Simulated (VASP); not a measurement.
# Pd (Fm-3m) in VASP: single point with HSE06

Aim: the single point of Pd with HSE06.

Program: VASP 6.6.1. These are calculated values, not measurements. Logs are shortened: lines on timing, memory, paths and dates and some standing lists are left out, and cuts for length are marked.

## 1. The cell of the first run

It takes space group Fm-3m (No. 225, cubic). Conventional cell: a = 3.947 Å, b = 3.947 Å, c = 3.947 Å, α = 90.00°, β = 90.00°, γ = 90.00°. Within 3.7 Å of Pd (site symmetry m-3m) lie 12 Pd at 2.79 Å.

## 2. Single point, HSE06, collinear spin

Input file POSCAR:

```
Pd
1.0
    0.0000000000      1.9737080106      1.9737080106
    1.9737080106      0.0000000000      1.9737080106
    1.9737080106      1.9737080106      0.0000000000
Pd
1
Direct
    0.0000000000      0.0000000000      0.0000000000
```

Input file INCAR.step1:

```
PREC = Accurate
ENCUT = 400
EDIFF = 1E-5
ISMEAR = -1
SIGMA = 0.1
LREAL = F
LASPH = T
NELM = 200
ALGO = Normal
ISIF = 2
LWAVE = T
LCHARG = F
ISPIN = 2
MAGMOM = 0.288
LORBIT = 11
LMAXMIX = 4
GGA = PE
NBANDS = 15
GGA_COMPAT = F
```

Input file INCAR.step2:

```
PREC = Accurate
ENCUT = 400
EDIFF = 1E-6
ISMEAR = -1
SIGMA = 0.1
LREAL = F
LASPH = T
NELM = 200
ALGO = Normal
ISIF = 2
LWAVE = F
LCHARG = F
ISPIN = 2
MAGMOM = 0.288
LORBIT = 11
LMAXMIX = 4
GGA = PE
LHFCALC = T
HFSCREEN = 0.2079
PRECFOCK = Normal
ISTART = 1
NBANDS = 15
GGA_COMPAT = F
```

Input file KPOINTS:

```
regular mesh
0
Gamma
  7 7 7
```

Potentials or basis: VASP PAW PBE potentials, release 64 (Pd).

On the command line:

```sh
$ cat potpaw_PBE.64/Pd/POTCAR > POTCAR
$ cp INCAR.step1 INCAR
$ mpirun -np 1 vasp_std > vasp.out
$ cp INCAR.step2 INCAR
$ mpirun -np 1 vasp_std > vasp.out
```

OUTCAR:

```text
PREC = Accurate
   ENCUT = 400
   EDIFF = 1E-6
   ISMEAR = -1
   LREAL = F
   LASPH = T
   NELM = 200
   ISIF = 2
   ISPIN = 2
   LORBIT = 11
   GGA = PE
   LHFCALC = T
   HFSCREEN = 0.2079
   PRECFOCK = Normal
   ISTART = 1

 ion  position               nearest neighbor table
   1  0.000  0.000  0.000-

  LATTYP: Found a face centered cubic cell.
 ALAT       =     3.9474160212

  Lattice vectors:

 A1 = (   0.0000000000,   1.9737080106,   1.9737080106)
 A2 = (   1.9737080106,   0.0000000000,   1.9737080106)
 A3 = (   1.9737080106,   1.9737080106,   0.0000000000)

Analysis of symmetry for initial positions (statically):
=====================================================================
 Subroutine PRICEL returns:
 Original cell was already a primitive cell.

 Routine SETGRP: Setting up the symmetry group for a
 face centered cubic supercell.

 Subroutine GETGRP returns: Found 48 space group operations
 (whereof 48 operations were pure point group operations)
 out of a pool of 48 trial point group operations.

The static configuration has the point symmetry O_h .

Analysis of symmetry for dynamics (positions and initial velocities):
=====================================================================
 Subroutine PRICEL returns:
 Original cell was already a primitive cell.

 Routine SETGRP: Setting up the symmetry group for a
 face centered cubic supercell.

 Subroutine GETGRP returns: Found 48 space group operations
 (whereof 48 operations were pure point group operations)
 out of a pool of 48 trial point group operations.

The dynamic configuration has the point symmetry O_h .

Analysis of structural, dynamic, and magnetic symmetry:
=====================================================================
 Subroutine PRICEL returns:
 Original cell was already a primitive cell.

 Routine SETGRP: Setting up the symmetry group for a
 face centered cubic supercell.

 Subroutine GETGRP returns: Found 48 space group operations
 (whereof 48 operations were pure point group operations)
 out of a pool of 48 trial point group operations.

The overall configuration has the point symmetry O_h .

 Subroutine INISYM returns: Found 48 space group operations
 (whereof 48 operations are pure point group operations),
 and found     1 'primitive' translations

----------------------------------------------------------------------------------------

                                     Primitive cell

  volume of cell :      15.3773

  direct lattice vectors                    reciprocal lattice vectors
     0.000000000  1.973708011  1.973708011    -0.253330278  0.253330278  0.253330278
     1.973708011  0.000000000  1.973708011     0.253330278 -0.253330278  0.253330278
     1.973708011  1.973708011  0.000000000     0.253330278  0.253330278 -0.253330278

  length of vectors
     2.791244637  2.791244637  2.791244637     0.438780913  0.438780913  0.438780913

  position of ions in fractional coordinates (direct lattice)
     0.000000000  0.000000000  0.000000000

  ion indices of the primitive-cell ions
   primitive index   ion index
                 1           1

----------------------------------------------------------------------------------------

 KPOINTS: regular mesh

Automatic generation of k-mesh.
 Grid dimensions read from file:
 generate k-points for:    7    7    7

 Generating k-lattice:

  Cartesian coordinates                     Fractional coordinates (reciprocal lattice)
    -0.036190040  0.036190040  0.036190040     0.142857143  0.000000000  0.000000000
     0.036190040 -0.036190040  0.036190040     0.000000000  0.142857143  0.000000000
     0.036190040  0.036190040 -0.036190040     0.000000000  0.000000000  0.142857143

  Length of vectors
     0.062682988  0.062682988  0.062682988

  Shift w.r.t. Gamma in fractional coordinates (k-lattice)
     0.000000000  0.000000000  0.000000000

 Subroutine IBZKPT returns following result:
 ===========================================

 Found     20 irreducible k-points:

 Following reciprocal coordinates:
            Coordinates               Weight
  0.000000  0.000000  0.000000      1.000000
  0.142857  0.000000  0.000000      8.000000
  0.285714  0.000000  0.000000      8.000000
[... 29 lines left out ...]
   ISPIN  =      2    spin polarized calculation?
   LNONCOLLINEAR =      F non collinear calculations
   LSORBIT =      F    spin-orbit coupling
   LASPH  =      T    aspherical Exc in radial PAW
   ENCUT  =  400.0 eV  29.40 Ry    5.42 a.u.   4.55  4.55  4.55*2*pi/ulx,y,z
   NELM   =    200;   NELMIN=  2; NELMDL=  0     # of ELM steps
   EDIFF  = 0.1E-05   stopping-criterion for ELM
   LREAL  =      F    real-space projection
   EDIFFG = 0.1E-04   stopping-criterion for IOM
   NSW    =      0    number of steps for IOM
   IBRION =     -1    ionic relax: 0-MD 1-quasi-New 2-CG
   NFREE  =      0    steps in history (QN), initial steepest desc. (CG)
   ISIF   =      2    stress and relaxation
   ISYM   =      3    0-nonsym 1-usesym 2-fastsym
   POTIM  = 0.5000    time-step for ionic-motion
   TEBEG  =    0.0;   TEEND  =   0.0 temperature during run
   PSTRESS=    0.0 pullay stress
   NELECT =      10.0000    total number of electrons
   NUPDOWN=      -1.0000    fix difference up-down
   EMIN   =  10.00;   EMAX   =-10.00  energy-range for DOS
   EFERMI =   0.00;   METHOD = LEGACY
   ISMEAR =    -1;   SIGMA  =   0.10  broadening in eV -4-tet -1-fermi 0-gaus
   EFERMI_NEDOS =   21; number of points for ismear=-14 and -15
   IALGO  =     38    algorithm
   IMIX   =      1    mixing-type and parameters
     AMIX     =   0.40;   BMIX     =  1.00
     AMIX_MAG =   1.60;   BMIX_MAG =  1.00
  volume/ion in A,a.u.               =      15.38       103.77
  Fermi-wavevector in a.u.,A,eV,Ry     =   1.418345  2.680284 27.370881  2.011703
  Thomas-Fermi vector in A             =   2.539480
   LORBIT       =     11    0 simple, 1 ext, 2 COOP (PROOUT), +10 PAW based schemes
   GGA     = PE    functional components
   LHFCALC =     T    Hartree Fock is set to
   PRECFOCK=normal    Normal, Fast or Accurate (Low or Medium for compatibility)
   ENCUT4O =  -1.0   cutoff for four orbital integrals eV
   NKREDX  =     1    reduce k-point grid by
   NKREDY  =     1    reduce k-point grid by
   NKREDZ  =     1    reduce k-point grid by
   AEXX    =    0.2500 exact exchange contribution
   HFSCREEN=    0.2079 screening length (either q_TF or 0.3 A-1)
   HFSCREENC=   0.2079 screening length for correlation (either q_TF or 0.3 A-1)
   ENCUTFOCK=  -1.0 apply spherical cutoff to Coloumb kernel
   IVDW    =     0    specifies the selected vdW correction
   LEPSILON=     F    determine dielectric tensor
   LRPA    =     F    only Hartree local field effects (RPA)
 spin polarized calculation
  energy-cutoff  :      400.00
  volume of cell :       15.38
 maximum number of plane-waves:       295
 NGX is ok and might be reduce to    18
  NGX = 14; NGY = 14; NGZ = 14

 number of electron       9.9999994 magnetization       0.3791342

 Free energy of the ion-electron system (eV)
  ---------------------------------------------------
  ext. energy  EPLUGINS =         0.00000000
  ---------------------------------------------------
  free energy    TOTEN  =        -6.08813520 eV

  energy without entropy =       -6.06018086  energy(sigma->0) =       -6.07415803

 E-fermi :   8.6662     XC(G=0): -10.5069

 val. band max:        8.6178561534   @ k =   0.4286   0.1429   0.0000
 cond. band min:       8.7359101020   @ k =   0.4286   0.2857   0.0000
 fundamental gap:      0.1180539486
 Fermi energy:         8.6661970658

 spin component 1

 k-point     1 :       0.0000    0.0000    0.0000
  band No.  band energies     occupation
      1       1.3743      1.00000
      2       4.9415      1.00000
      3       4.9415      1.00000
      4       4.9415      1.00000
      5       6.5808      1.00000
      6       6.5808      1.00000
      7      27.1602      0.00000
      8      31.8761      0.00000
      9      31.8761      0.00000
     10      31.8761      0.00000
     11      36.8546      0.00000
     12      39.6944      0.00000
     13      40.2364      0.00000
     14      40.2364      0.00000
[... 328 lines left out ...]
      1       3.5768      1.00000
      2       4.1209      1.00000
      3       5.0078      1.00000
      4       6.6078      1.00000
      5       7.8828      0.99960
      6      17.1958      0.00000
      7      17.8303      0.00000
      8      20.4113      0.00000
      9      23.2968      0.00000
     10      33.0935      0.00000
     11      36.9077      0.00000
     12      39.4011      0.00000
     13      39.8234      0.00000
     14      43.7314      0.00000
     15      44.3338      0.00000
 Fermi energy:         8.6661970658

 spin component 2

 k-point     1 :       0.0000    0.0000    0.0000
  band No.  band energies     occupation
      1       1.2174      1.00000
      2       5.6429      1.00000
      3       5.6429      1.00000
      4       5.6429      1.00000
      5       6.9067      1.00000
      6       6.9067      1.00000
      7      27.0272      0.00000
      8      31.7847      0.00000
      9      31.7847      0.00000
     10      31.7847      0.00000
     11      36.7397      0.00000
     12      40.1712      0.00000
     13      40.3327      0.00000
     14      40.3328      0.00000
[... 329 lines left out ...]
      2       4.6630      1.00000
      3       5.6858      1.00000
      4       6.9424      1.00000
      5       9.0761      0.01631
      6      17.3023      0.00000
      7      17.9804      0.00000
      8      20.4632      0.00000
      9      23.3228      0.00000
     10      33.0941      0.00000
     11      36.8889      0.00000
     12      39.5263      0.00000
     13      40.2079      0.00000
     14      43.7001      0.00000
     15      44.4112      0.00000

------------------------ aborting loop because EDIFF is reached ----------------------------------------

  FORCE on cell =-STRESS in cart. coord.  units (eV):
  Direction    XX          YY          ZZ          XY          YZ          ZX
  --------------------------------------------------------------------------------------
  -------------------------------------------------------------------------------------
  Total       -0.4158571     -0.4158571     -0.4158571     -0.0000000     -0.0000000      0.0000000
  in kB      -43.3287386    -43.3287386    -43.3287386     -0.0000000     -0.0000000      0.0000000
  external PRESSURE =     -43.3287386 kB  Pullay stress =       0.0000000 kB

 VOLUME and BASIS-vectors are now :
 -----------------------------------------------------------------------------
  energy-cutoff  :      400.00
  volume of cell :       15.38
      direct lattice vectors                 reciprocal lattice vectors
     0.000000000  1.973708011  1.973708011    -0.253330278  0.253330278  0.253330278
     1.973708011  0.000000000  1.973708011     0.253330278 -0.253330278  0.253330278
     1.973708011  1.973708011  0.000000000     0.253330278  0.253330278 -0.253330278

 POSITION                                       TOTAL-FORCE (eV/Angst)
 -----------------------------------------------------------------------------------
      0.00000      0.00000      0.00000        -0.000000     -0.000000     -0.000000
 -----------------------------------------------------------------------------------
    total drift:                                0.000225      0.000169      0.000188

  FREE ENERGIE OF THE ION-ELECTRON SYSTEM (eV)
  ---------------------------------------------------
  free  energy   TOTEN  =        -6.0881351951 eV

  energy  without entropy=       -6.0601808590  energy(sigma->0) =       -6.07415803

 total charge

# of ion       s       p       d       tot
------------------------------------------
    1        0.502   0.391   8.592   9.485

 magnetization (x)

# of ion       s       p       d       tot
------------------------------------------
    1       -0.019  -0.028   0.433   0.386
```

Wall time 28 min (1 thread of AMD EPYC 7R13 (Zen 3), shared host); peak memory 0.2 GiB.

Results:

- Free energy: -6.0881 eV
- Pressure: -4.3 GPa
- Net moment: 0.38 μB per cell
- Site moments: Pd +0.39 μB
- Valence electrons inside the program's atomic spheres: Pd 9.48

Caveat: the k points lie up to 0.39 Å⁻¹ apart; the PAW data sets were made with another functional, which shifts forces and pressure a little.
